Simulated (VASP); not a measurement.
## KF: relaxation of cell and atoms with PBE

The system is KF.

```xyz
2
Lattice="0.0000 2.7086 2.7086 2.7086 0.0000 2.7086 2.7086 2.7086 0.0000" Properties=species:S:1:pos:R:3 pbc="T T T"
K     2.7086    2.7086    2.7086
F     0.0000    0.0000    0.0000
```

```yaml
Program: VASP 6.6.1
Task: relaxation of cell and atoms
Functional: PBE
Potentials_or_basis: VASP PAW PBE potentials, release 64 (K_sv, F)
Cutoff: 600 eV
k_mesh: 8 × 8 × 8
Occupations: gaussian, width 0.02 eV
Spin: no spin polarisation
Dipole_correction: no
Further_INCAR_settings: ALGO = Normal; EDIFF = 1e-07; IBRION = 2; EDIFFG = -0.01; NSW = 100; ISIF = 3
```

| Quantity | Value |
| --- | --- |
| Pressure after relaxing | 0.0 GPa |
| Band gap on the k mesh | 5.96 eV, direct |

Final structure:
```
K F
1.0
     0.00000    2.70861    2.70861
     2.70861    0.00000    2.70861
     2.70861    2.70861    0.00000
K F
1 1
Direct
  0.50000 0.50000 0.50000
  0.00000 0.00000 0.00000
```

Levels at points of the mesh, in eV from the valence-band top:
```tsv
k point	band 5	band 6	band 7	band 8	band 9	band 10	band 11	band 12
(0.00, 0.00, 0.00)	-9.53	0.00	0.00	0.00	5.96	10.57	10.57	10.57
(0.50, 0.00, 0.00)	-9.57	-0.75	-0.31	-0.31	8.90	10.30	11.88	11.88
(0.50, 0.50, 0.00)	-9.72	-0.23	-0.06	-0.06	8.16	10.08	11.49	13.39
```

Wall time 12 s on 1 thread of AMD EPYC 9R45 96-Core Processor (Zen 5) (shared host), peak memory 0.14 GiB.

Caveat: the relaxation stopped at its first step, so nothing moved. A k mesh can miss the band edges.
